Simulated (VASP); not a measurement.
Cu2H:

```
CELL_PARAMETERS angstrom
1.46235 0.84429 4.41668
-1.46235 0.84429 4.41668
0.00000 -1.68858 4.41668
ATOMIC_POSITIONS crystal
Cu 0.75000 0.75000 0.75000
Cu 0.25000 0.25000 0.25000
H 0.00000 0.00000 0.00000
```

| Quantity | Value |
| --- | --- |
| Program | VASP 6.6.1 |
| Task | relaxation of cell and atoms |
| Functional | PBE |
| Potentials or basis | VASP PAW PBE potentials, release 64 (Cu, H) |
| Cutoff | 600 eV |
| k mesh | 6 × 6 × 6 |
| Occupations | gaussian, width 0.1 eV |
| Spin | no spin polarisation |

At the start: pressure -16.4 GPa; volume 10.91 Å³/atom.

Task: Where does the relaxation end?

Result: Over 11 steps the energy falls by 145.8 meV/atom and the volume is 8.91 Å³/atom (-18.3 %); space group R-3m (No. 166, to 0.05 Å).

Step by step:
```
step  energy change (eV)  largest force (eV/Å)  pressure (GPa)  volume (Å³)
   1              0.0000                0.1868          -16.35        32.72
   2             -0.3720                0.3988           -4.05        27.72
   3             -0.3879                0.4453            0.47        26.74
   4             -0.3879                0.4506            1.04        26.62
   5             -0.4124                0.1849            1.15        26.54
   6             -0.4233                0.1355            1.76        26.43
   7             -0.4331                0.0662           -0.57        26.89
   8             -0.4341                0.0348           -1.72        27.12
   9             -0.4367                0.0395           -0.48        26.87
  10             -0.4369                0.0253           -0.69        26.92
  11             -0.4373                0.0034            0.21        26.73
```

Final structure:
```yaml
crystal:
  lattice:
    - [1.32026, 0.76225, 4.42723]
    - [-1.32026, 0.76225, 4.42723]
    - [0.00000, -1.52451, 4.42723]
  atoms:
    - { symbol: Cu, position: [0.75473, 0.75473, 0.75473] }
    - { symbol: Cu, position: [0.24527, 0.24527, 0.24527] }
    - { symbol: H, position: [0.00000, 0.00000, 0.00000] }
```

Caveat: the k points lie up to 0.46 Å⁻¹ apart in the final cell; the volume moved by over 15 % at a fixed basis, so the end points are rough.
